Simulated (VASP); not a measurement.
Wanted: the native input for a VASP 6.6.1 run.

```
Task                   : single point
Functional             : PBEsol
Potentials or basis    : VASP PAW PBE potentials, release 64 (Zn)
Cutoff                 : 520 eV
k mesh                 : 16 × 16 × 16
Occupations            : fermi-dirac, width 0.1 eV
Spin                   : no spin polarisation
Dipole correction      : no
Further INCAR settings : ALGO = Normal; EDIFF = 1e-06; NBANDS = 12
```

The structure of Zn lies in POSCAR:

```
Zn
1.0
    0.0000000000      1.8413607897      1.8413607897
    1.8413607897      0.0000000000      1.8413607897
    1.8413607897      1.8413607897      0.0000000000
Zn
1
Direct
    0.0000000000      0.0000000000      0.0000000000
```

This cell differs from its parent crystal: volume scaled by 0.88.

One way to write it, as run:

INCAR

```
SYSTEM = Zn
PREC = Accurate
ENCUT = 520
EDIFF = 1E-6
ISMEAR = -1
SIGMA = 0.1
LREAL = .FALSE.
LASPH = .TRUE.
NELM = 100
ALGO = Normal
ISIF = 2
LWAVE = .FALSE.
LCHARG = .FALSE.
GGA = PS
NBANDS = 12
```

KPOINTS

```
Automatic mesh
0
G
  16 16 16
  0 0 0
```

Potentials or basis: VASP PAW PBE potentials, release 64 (Zn).

Run with:

```sh
$ cat potpaw_PBE.64/Zn/POTCAR > POTCAR
$ mpirun -np 1 vasp_std > vasp.out
```

It gave:

The pressure is 15.7 GPa. The band gap on the k mesh is zero (band 6 reaches 6.82 eV, above the bottom of band 7 at 3.42 eV).

Caveat: the PAW data sets were made with another functional, which shifts forces and pressure a little.

It took 10 s on 1 thread of Intel(R) Xeon(R) Platinum 8488C (Sapphire Rapids) (shared host), peak memory 0.13 GiB.
